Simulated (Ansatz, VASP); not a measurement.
## InP: VASP beside Ansatz

File INCAR:

```
SYSTEM = InP
PREC = Accurate
ENCUT = 520
EDIFF = 1E-6
ISMEAR = 0
SIGMA = 0.05
LREAL = .FALSE.
LASPH = .TRUE.
NELM = 100
ALGO = Normal
ISIF = 2
LWAVE = .FALSE.
LCHARG = .FALSE.
GGA = PS
NBANDS = 16
```

File KPOINTS:

```
regular mesh
0
G
  10 10 10
  0 0 0
```

File POSCAR:

```
InP
1.0
    0.0000000000      2.7476188778      2.7476188778
    2.7476188778      0.0000000000      2.7476188778
    2.7476188778      2.7476188778      0.0000000000
In P
1 1
Direct
    0.0000000000      0.0000000000      0.0000000000
    0.5000000000      0.5000000000      0.5000000000
```

Input for Ansatz:

```yaml
crystal:
  lattice:
    - [0.0, 2.7476188778, 2.7476188778]
    - [2.7476188778, 0.0, 2.7476188778]
    - [2.7476188778, 2.7476188778, 0.0]
  atoms:
    - { symbol: In, position: [0.0, 0.0, 0.0] }
    - { symbol: P, position: [0.5, 0.5, 0.5] }
basis:
  ecutwfc: 420
  ecutrho_ratio: 4
kpoints:
  mp_grid: { grid: [10, 10, 10] }
hamiltonian:
  xc: pbesol
scf:
  occupations: { method: gaussian, width: 0.05 }
output:
  forces: true
  stress: true
  eigenvalues: true
```

Alike in both runs: task single point; functional PBEsol; k mesh 10 × 10 × 10; occupations gaussian, width 0.05 eV; no spin polarisation.

|  | VASP | Ansatz |
| --- | --- | --- |
| version | VASP 6.6.1 | Ansatz 0.2.0 |
| potentials or method | VASP PAW PBE potentials, release 64 (In_d, P), cutoff 520 eV | scalar-relativistic, plane waves, PAW |
| valence electrons in the cell | 18 | 18 |

```csv
,VASP,Ansatz,Ansatz less VASP
gap on the k mesh at the Fermi level (eV),none,none,-
pressure (GPa),-1.6,-1.6,-0.03
```

VASP's potentials were made for PBE, not for PBEsol. A gap of «none» marks a metal or a gap that the smearing closes. With one functional, cell and mesh, what is left measures potentials, basis and numerics.
